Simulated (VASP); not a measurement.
Set up this calculation in VASP 6.6.1, as the native input.

```
Task                   : single point
Functional             : r2SCAN
Potentials or basis    : VASP PAW PBE potentials, release 64 (Ga_d)
Cutoff                 : 520 eV
k mesh                 : 6 × 6 × 2
Occupations            : gaussian, width 0.1 eV
Spin                   : no spin polarisation
Dipole correction      : no
Further INCAR settings : ALGO = Normal; EDIFF = 1e-06; NBANDS = 34
```

Crystal: Ga.

```
Ga
1.0
     3.08576    0.00000    0.00000
    -1.54288    2.67234    0.00000
     0.00000    0.00000    9.95217
Ga
4
Direct
  0.00000 0.00000 0.00000
  0.00000 0.00000 0.50000
  0.33333 0.66667 0.75000
  0.66667 0.33333 0.25000
```

This isn't the form of Ga at room conditions, which is orthorhombic.

The input as run:

POSCAR

```
Ga
1.0
    3.0857560482      0.0000000000      0.0000000000
   -1.5428780241      2.6723431276      0.0000000000
    0.0000000000      0.0000000000      9.9521722999
Ga
4
Direct
    0.0000000000      0.0000000000      0.0000000000
    0.0000000000      0.0000000000      0.5000000000
    0.3333333333      0.6666666667      0.7500000000
    0.6666666667      0.3333333333      0.2500000000
```

INCAR.step1

```
SYSTEM = Ga
  PREC = Accurate
  ENCUT = 520
  ISMEAR = 0
  SIGMA = 0.1
  LREAL = .FALSE.
  LASPH = .TRUE.
  NELM = 60
  NBANDS = 34
  GGA = PE
  ALGO = Normal
  EDIFF = 1E-4
  LWAVE = .TRUE.
  LCHARG = .FALSE.
```

INCAR.step2

```
SYSTEM = Ga
  PREC = Accurate
  ENCUT = 520
  EDIFF = 1E-6
  ISMEAR = 0
  SIGMA = 0.1
  LREAL = .FALSE.
  LASPH = .TRUE.
  NELM = 60
  ALGO = Normal
  ISIF = 2
  LWAVE = .FALSE.
  LCHARG = .TRUE.
  METAGGA = R2SCAN
  LMIXTAU = .TRUE.
  LELF = .TRUE.
  LVHAR = .TRUE.
  NBANDS = 34
  ISTART = 1
```

KPOINTS

```
Automatic mesh
0
G
  6 6 2
  0 0 0
```

Potentials or basis: VASP PAW PBE potentials, release 64 (Ga_d).

The run is started by

```bash
$ cat potpaw_PBE.64/Ga_d/POTCAR > POTCAR
$ cp INCAR.step1 INCAR
$ mpirun -np 1 vasp_std > vasp.out
$ cp INCAR.step2 INCAR
$ mpirun -np 1 vasp_std > vasp.out
```

It gave:

| Quantity | Value |
| --- | --- |
| Pressure | -6.3 GPa |
| Band gap on the k mesh | zero (bands 26 and 27 overlap by 5.61 eV) |

Caveat: the k points lie up to 0.39 Å⁻¹ apart, too coarse for converged energies and pressures of a metal; the PAW data sets were made with another functional, which shifts forces and pressure a little.

Wall time 97 s on 1 thread of Intel(R) Xeon(R) Platinum 8488C (Sapphire Rapids) (shared host), peak memory 0.2 GiB.
